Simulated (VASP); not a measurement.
Input of a VASP 6.6.1 run:

The input INCAR:

```
SYSTEM = Sb4H
PREC     = Accurate       ! precision mode
ENCUT    = 520            ! plane-wave cutoff, eV
EDIFF    = 1E-6           ! SCF threshold, eV
ISMEAR   = 0              ! smearing method
SIGMA    = 0.1            ! smearing width, eV
LREAL    = .False.        ! projectors in reciprocal space
LASPH    = .True.         ! aspherical terms in the spheres
NELM     = 100            ! most SCF steps
ALGO     = Normal         ! electronic algorithm
ISIF     = 2              ! what is computed and relaxed
LWAVE    = .False.        ! write WAVECAR
LCHARG   = .False.        ! write CHGCAR
LDIPOL   = .True.       
IDIPOL   = 3            
DIPOL    = 0.5 0.5 0.498
GGA      = PS             ! functional
NBANDS   = 18             ! bands
```

KPOINTS

```
Automatic mesh
0
Gamma
  9 7 1
  0 0 0
```

Contents of POSCAR:

```
Sb4H
1.0
    3.0617437794      0.0000000000      0.0000000000
    0.0000000000      4.3299595773      0.0000000000
    0.0000000000      0.0000000000     25.4949393660
Sb H
4 1
Direct
    0.0000000000      0.5000000000      0.3333994986
    0.0000000000      0.0000000000      0.4183175192
    0.0000000000      0.5000000000      0.5087321788
    0.0000000000      0.0000000000      0.5925083043
    0.5000000000      0.0000000000      0.6395018255
```

Potentials or basis: VASP PAW PBE potentials, release 64 (Sb, H).

Launch:

```console
$ cat potpaw_PBE.64/Sb/POTCAR potpaw_PBE.64/H/POTCAR > POTCAR
$ mpirun -np 1 vasp_std > vasp.out
```

(1) What does it give for the largest force?

## Answers

(1) 0.552 eV/Å.

Caveat: the PAW data sets were made with another functional, which shifts forces and pressure a little.
